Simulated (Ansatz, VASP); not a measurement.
**Be in VASP and in Ansatz**

```xyz
4
Lattice="3.8950 0.0167 0.0165 0.0167 3.9372 -0.0375 0.0101 -0.0228 2.3639" Properties=species:S:1:pos:R:3 pbc="T T T"
Be    1.1593    0.9916    0.0869
Be    2.8649    2.8905    0.0189
Be    0.6788    3.1767    1.0637
Be    3.1306    0.8262    1.1524
```

Change from the starting cell: all atoms moved at random, cell strained at random.

Alike in both runs: task single point; functional PBEsol; k mesh 10 × 10 × 16; occupations gaussian, width 0.1 eV; no spin polarisation.

```csv
,VASP,Ansatz
version,VASP 6.6.1,Ansatz 0.2.0
potentials or method,"VASP PAW PBE potentials, release 64 (Be), cutoff 520 eV","scalar-relativistic, plane waves, PAW"
valence electrons in the cell,8,8
```

```tsv
	VASP	Ansatz	Ansatz less VASP
gap on the k mesh at the Fermi level (eV)	none	none	-
pressure (GPa)	-8.8	-9.1	-0.28
traceless stress, the component that is largest in VASP (GPa)	-4.39	-4.36	+0.027
rms of the force components (eV/Å)	0.804	0.793	-0.0106
```

VASP's potentials were made for PBE, not for PBEsol. Atom by atom the forces differ by 0.012 eV/Å (rms over components). A gap of «none» marks a metal or a gap that the smearing closes.
